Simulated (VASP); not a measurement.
A run of VASP 6.6.1 is set up as follows.

POSCAR

```
Rh
1.0
    0.0000000000      1.8978500000      1.8978500000
    1.8978500000      0.0000000000      1.8978500000
    1.8978500000      1.8978500000      0.0000000000
Rh
1
Direct
    0.0000000000      0.0000000000      0.0000000000
```

The input INCAR.step1:

```
ALGO = Normal
EDIFF = 1E-5
ENCUT = 520
GGA = PE
ISIF = 2
ISMEAR = 0
LASPH = T
LCHARG = F
LREAL = F
LWAVE = T
NBANDS = 14
NELM = 80
PREC = Accurate
SIGMA = 0.05
```

The input INCAR.step2:

```
AEXX = 0.25
ALGO = Normal
EDIFF = 1E-7
ENCUT = 520
GGA = PE
ISIF = 2
ISMEAR = 0
ISTART = 1
LASPH = T
LCHARG = F
LHFCALC = T
LREAL = F
LWAVE = F
NBANDS = 14
NELM = 80
PREC = Accurate
PRECFOCK = Normal
SIGMA = 0.05
```

File KPOINTS:

```
k-points
0
Gamma
  6 6 6
```

Potentials or basis: VASP PAW PBE potentials, release 64 (Rh_pv).

Command:

```sh
$ cat potpaw_PBE.64/Rh_pv/POTCAR > POTCAR
$ cp INCAR.step1 INCAR
$ mpirun -np 1 vasp_std > vasp.out
$ cp INCAR.step2 INCAR
$ mpirun -np 1 vasp_std > vasp.out
```

(1) Estimate the band gap on the k mesh.

(2) What does it give for the pressure?

Answers

(1) zero (an odd number of electrons rules out a gap without spin polarisation).

(2) -2.6 GPa.

Caveat: the k points lie up to 0.48 Å⁻¹ apart, too coarse for converged energies and pressures of a metal; the PAW data sets were made with another functional, which shifts forces and pressure a little.
